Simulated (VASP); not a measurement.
# AlC3 (P4mm) in VASP: a series of runs, part 2 of 2

VASP 6.6.1.

### 3 Single point, PBEsol (strained and its atoms moved)

Contents of INCAR:

```
PREC     = Accurate       # precision mode
ENCUT    = 520            # plane-wave cutoff, eV
EDIFF    = 1E-6           # SCF threshold, eV
ISMEAR   = 0              # smearing method
SIGMA    = 0.1            # smearing width, eV
LREAL    = False          # projectors in reciprocal space
LASPH    = True           # aspherical terms in the spheres
NELM     = 100            # most SCF steps
ALGO     = Normal         # electronic algorithm
ISIF     = 2              # what is computed and relaxed
LWAVE    = False          # write WAVECAR
LCHARG   = False          # write CHGCAR
GGA      = PS             # functional
NBANDS   = 16             # bands
```

Contents of KPOINTS:

```
regular mesh
0
Gamma
  12 12 12
```

Contents of POSCAR:

```
AlC3
1.0
    3.2749105575      0.0000000000      0.0000000000
    0.0000000000      3.2749105575      0.0000000000
    0.0000000000      0.0000000000      3.3711484275
Al C
1 3
Direct
    0.0000000000      0.0000000000     -0.0021713067
    0.0000000000      0.5000000000      0.4752919067
    0.5000000000      0.0000000000      0.4752919067
    0.5000000000      0.5000000000      0.0515874934
```

Potentials or basis: VASP PAW PBE potentials, release 64 (Al, C).

On the command line:

```
$ cat potpaw_PBE.64/Al/POTCAR potpaw_PBE.64/C/POTCAR > POTCAR
$ mpirun -np 1 vasp_std > vasp.out
```

OUTCAR:

```text
PREC = Accurate
   ENCUT = 520
   EDIFF = 1E-6
   ISMEAR = 0
   LREAL = False
   LASPH = True
   NELM = 100
   ISIF = 2
   GGA = PS

 ion  position               nearest neighbor table
   1  0.000  0.000  0.998-   2 2.30   3 2.30   2 2.30   3 2.30   4 2.32   4 2.32   4 2.32   4 2.32
                             2 2.41   3 2.41   3 2.41   2 2.41
   2  0.000  0.500  0.475-   1 2.30   1 2.30   1 2.41   1 2.41
   3  0.500  0.000  0.475-   1 2.30   1 2.30   1 2.41   1 2.41
   4  0.500  0.500  0.052-   1 2.32   1 2.32   1 2.32   1 2.32

  LATTYP: Found a simple tetragonal cell.
 ALAT       =     3.2749105575
 C/A-ratio  =     1.0293864117

  Lattice vectors:

 A1 = (   3.2749105575,   0.0000000000,   0.0000000000)
 A2 = (   0.0000000000,   3.2749105575,   0.0000000000)
 A3 = (   0.0000000000,   0.0000000000,   3.3711484275)

Analysis of symmetry for initial positions (statically):
=====================================================================
 Subroutine PRICEL returns:
 Original cell was already a primitive cell.

 Routine SETGRP: Setting up the symmetry group for a
 simple tetragonal supercell.

 Subroutine GETGRP returns: Found  8 space group operations
 (whereof  8 operations were pure point group operations)
 out of a pool of 16 trial point group operations.

The static configuration has the point symmetry C_4v.

Analysis of symmetry for dynamics (positions and initial velocities):
=====================================================================
 Subroutine PRICEL returns:
 Original cell was already a primitive cell.

 Routine SETGRP: Setting up the symmetry group for a
 simple tetragonal supercell.

 Subroutine GETGRP returns: Found  8 space group operations
 (whereof  8 operations were pure point group operations)
 out of a pool of 16 trial point group operations.

The dynamic configuration has the point symmetry C_4v.

 Subroutine INISYM returns: Found  8 space group operations
[... 116 lines left out ...]
   ISMEAR =     0;   SIGMA  =   0.10  broadening in eV -4-tet -1-fermi 0-gaus
   EFERMI_NEDOS =   21; number of points for ismear=-14 and -15
   IALGO  =     38    algorithm
   IMIX   =      4    mixing-type and parameters
     AMIX     =   0.40;   BMIX     =  1.00
     AMIX_MAG =   1.60;   BMIX_MAG =  1.00
  volume/ion in A,a.u.               =       9.04        61.00
  Fermi-wavevector in a.u.,A,eV,Ry     =   1.220993  2.307341 20.283874  1.490823
  Thomas-Fermi vector in A             =   2.356190
   LORBIT       =      0    0 simple, 1 ext, 2 COOP (PROOUT), +10 PAW based schemes
   GGA     = PS    functional components
   LHFCALC =     F    Hartree Fock is set to
   AEXX    =    0.0000 exact exchange contribution
   IVDW    =     0    specifies the selected vdW correction
   LEPSILON=     F    determine dielectric tensor
   LRPA    =     F    only Hartree local field effects (RPA)
 non-spin polarized calculation
 Gauss-broadening in eV      SIGMA  =   0.10
  energy-cutoff  :      520.00
  volume of cell :       36.16
 maximum number of plane-waves:       998
   NGX = 13   NGY = 13   NGZ = 13

 number of electron      15.0000000 magnetization

 Free energy of the ion-electron system (eV)
  ---------------------------------------------------
  ext. energy  EPLUGINS =         0.00000000
  ---------------------------------------------------
  free energy    TOTEN  =       -22.44175626 eV

  energy without entropy =      -22.43437415  energy(sigma->0) =      -22.43806520

 E-fermi :   8.1814     XC(G=0): -11.9488

 val. band max:        8.1743236909   @ k =   0.2500   0.0000   0.1667
 cond. band min:       8.2002213193   @ k =   0.5000   0.5000   0.0000
 fundamental gap:      0.0258976284
 Fermi energy:         8.1814033799

 k-point     1 :       0.0000    0.0000    0.0000
  band No.  band energies     occupation
      1      -8.6217      2.00000
      2       1.1937      2.00000
      3       1.6184      2.00000
      4       2.5515      2.00000
      5       2.5515      2.00000
      6       2.5958      2.00000
[... 433 lines left out ...]
      3      -1.5701      2.00000
      4       1.3196      2.00000
      5       5.2250      2.00000
      6       5.3798      2.00000
[... 8 lines left out ...]
     15      17.6798      0.00000
     16      19.1565      0.00000

 [... further k-points ...]
[... 5 lines left out ...]
  --------------------------------------------------------------------------------------
  -------------------------------------------------------------------------------------
  Total       -3.4645539     -3.4645539     -4.9747640      0.0000000      0.0000000      0.0000000
  in kB     -153.5257222   -153.5257222   -220.4480699      0.0000000      0.0000000      0.0000000
  external PRESSURE =    -175.8331714 kB  Pullay stress =       0.0000000 kB

 VOLUME and BASIS-vectors are now :
 -----------------------------------------------------------------------------
  energy-cutoff  :      520.00
  volume of cell :       36.16
      direct lattice vectors                 reciprocal lattice vectors
     3.274910558  0.000000000  0.000000000     0.305351851  0.000000000  0.000000000
     0.000000000  3.274910558  0.000000000     0.000000000  0.305351851  0.000000000
     0.000000000  0.000000000  3.371148428     0.000000000  0.000000000  0.296634818

 POSITION                                       TOTAL-FORCE (eV/Angst)
 -----------------------------------------------------------------------------------
      0.00000      0.00000      3.36383         0.000000     -0.000000     -0.865207
      0.00000      1.63746      1.60228        -0.000000     -0.000000     -0.555327
      1.63746      0.00000      1.60228         0.000000     -0.000000     -0.555327
      1.63746      1.63746      0.17391         0.000000      0.000000      1.975862
 -----------------------------------------------------------------------------------
    total drift:                                0.000000      0.000000      0.000225

  FREE ENERGIE OF THE ION-ELECTRON SYSTEM (eV)
  ---------------------------------------------------
  free  energy   TOTEN  =       -22.4417562612 eV

  energy  without entropy=      -22.4343741473  energy(sigma->0) =      -22.43806520
```

OSZICAR:

```text
N       E                     dE             d eps       ncg     rms          rms(c)
DAV:   1     0.202415060173E+02    0.20242E+02   -0.62326E+03  6352   0.782E+02
DAV:   2    -0.211403059871E+02   -0.41382E+02   -0.36732E+02  8792   0.141E+02
DAV:   3    -0.227642002087E+02   -0.16239E+01   -0.16094E+01  7384   0.250E+01
DAV:   4    -0.227735879775E+02   -0.93878E-02   -0.93858E-02  7912   0.229E+00
DAV:   5    -0.227736821283E+02   -0.94151E-04   -0.94149E-04  7480   0.230E-01    0.355E+00
DAV:   6    -0.225160725164E+02    0.25761E+00   -0.14366E-01  6680   0.221E+00    0.189E+00
DAV:   7    -0.224467718008E+02    0.69301E-01   -0.76461E-02  7704   0.164E+00    0.528E-01
DAV:   8    -0.224421414176E+02    0.46304E-02   -0.10233E-02  6712   0.615E-01    0.111E-01
DAV:   9    -0.224418036831E+02    0.33773E-03   -0.57473E-04  7144   0.164E-01    0.497E-02
DAV:  10    -0.224417781554E+02    0.25528E-04   -0.24727E-04  7264   0.932E-02    0.299E-02
DAV:  11    -0.224417556521E+02    0.22503E-04   -0.46513E-05  6576   0.423E-02    0.826E-03
DAV:  12    -0.224417562612E+02   -0.60918E-06   -0.28348E-06  7480   0.107E-02
   1 F= -.22441756E+02 E0= -.22438065E+02  d E =-.738211E-02
```

Wall time 26 s (1 thread of Intel Xeon Platinum 8559C (Emerald Rapids), shared host); peak memory 0.21 GiB.

What came out:

```
Free energy   : -22.4418 eV
Pressure      : -17.6 GPa
Largest force : 1.976 eV/Å
```

Forces in eV/Å, atoms in the order of the input:
```
Al   0.000  0.000 -0.865
C    0.000  0.000 -0.555
C    0.000  0.000 -0.555
C    0.000  0.000  1.976
```

Caveat: the cell differs from its parent crystal (strained and its atoms moved); the PAW data sets were made with another functional, which shifts forces and pressure a little.
